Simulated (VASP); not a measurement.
Si2Mo, 3 atoms in the cell. The structure is tetragonal, space group I4/mmm (No. 139). Conventional cell: a = 3.200 Å, b = 3.200 Å, c = 7.861 Å, α = 90.00°, β = 90.00°, γ = 90.00°. Within 3.5 Å of Mo (site symmetry 4/mmm) lie 10 Si at 2.62 Å and 4 Mo at 3.20 Å. Si (site symmetry 4mm) has 9 Si at 2.61 to 3.20 Å and 5 Mo at 2.62 Å within 3.4 Å. 

| Quantity | Value |
| --- | --- |
| Program | VASP 6.6.1 |
| Task | single point |
| Functional | PBE |
| Potentials or basis | VASP PAW PBE potentials, release 64 (Mo_sv, Si) |
| Cutoff | 520 eV |
| k mesh | 8 × 8 × 8 |
| Occupations | fermi-dirac, width 0.02 eV |
| Spin | no spin polarisation |
| Dipole correction | no |
| Further INCAR settings | ALGO = Normal; EDIFF = 1e-06; NBANDS = 18 |

Potentials or basis: VASP PAW PBE potentials, release 64 (Mo_sv, Si).

Launch:

```sh
$ cat potpaw_PBE.64/Mo_sv/POTCAR potpaw_PBE.64/Si/POTCAR > POTCAR
$ mpirun -np 1 vasp_std > vasp.out
```

Hardware: 1 thread of Intel(R) Xeon(R) 6975P-C (Granite Rapids) (shared host).

Q: How long does it take, and how much memory?

A: Run time: 24 s on 1 thread of Intel(R) Xeon(R) 6975P-C (Granite Rapids), with other jobs on the host, peak memory 0.21 GiB. Counts: scf iterations 13, k points 59.
